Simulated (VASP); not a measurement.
Runs of VASP 6.6.1 on Cu. The structure is that of space group Fm-3m (No. 225), or close to it. The cells are those of the table. 

| task | level | cell | k mesh | cutoff (eV) | smearing | gap on the mesh (eV) | pressure (GPa) |
| --- | --- | --- | --- | --- | --- | --- | --- |
| relaxation of cell and atoms | PBEsol | relaxed from a = 2.520 Å, angles 60.0°, 1 atom | 20 × 20 × 20 | 600 | fermi-dirac 0.15 eV | none | 0.0 |
| single point | r2SCAN | a = 2.520 Å, angles 60.0°, 1 atom | 20 × 20 × 20 | 520 | gaussian 0.1 eV | none | 2.4 |
| single point | PBEsol | a = 2.520 Å, angles 60.0°, 1 atom | 20 × 20 × 20 | 520 | gaussian 0.1 eV | none | (a) |
| relaxation of cell and atoms | PBEsol | relaxed to 21.1 GPa from a = 2.438 Å, angles 60.0°, 1 atom | 10 × 10 × 10 | 600 | gaussian 0.1 eV | none | 21.1 |

Alike in all rows: potentials or basis VASP PAW PBE potentials, release 64 (Cu); no spin polarisation.

Question: Estimate the missing entries.

Answer: (a) 0.7.

Caveats: the PAW data sets were made with another functional, which shifts forces and pressure a little; the cell is relaxed towards a set pressure, so the enthalpy falls and the energy may rise (some runs).

A gap of «none» marks levels without a gap at the run's occupations.
